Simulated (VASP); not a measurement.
The system is Si.

```
Si
1.0
     0.00000    2.84217    2.84217
     2.84217    0.00000    2.84217
     2.84217    2.84217    0.00000
Si
2
Direct
  0.25000 0.25000 0.25000
  0.00000 0.00000 0.00000
```

This cell differs from its parent crystal: strain +4.4%.

Base run:

```yaml
Program: VASP 6.6.1
Functional: r2SCAN
Potentials_or_basis: VASP PAW PBE potentials, release 64 (Si)
Cutoff: 520 eV
k_mesh: 8 × 8 × 8
Occupations: gaussian, width 0.01 eV
Spin: no spin polarisation
```

Its results: band gap on the k mesh 1.00 eV, indirect (least direct gap 2.37 eV); pressure -9.7 GPa.

Q: The run is repeated on the same cell with these changes: functional from r2SCAN to PBE; k mesh from 8 × 8 × 8 to 4 × 4 × 4. What comes out?

A: Band gap on the k mesh 0.93 eV, indirect (least direct gap 1.87 eV); pressure -7.7 GPa.

Several settings changed at once, so the effect can't be laid on one alone.

Caveats: some runs use coarse meshes; the PAW data sets were made with another functional, which shifts forces and pressure a little (some runs).

A k mesh can miss the band edges.
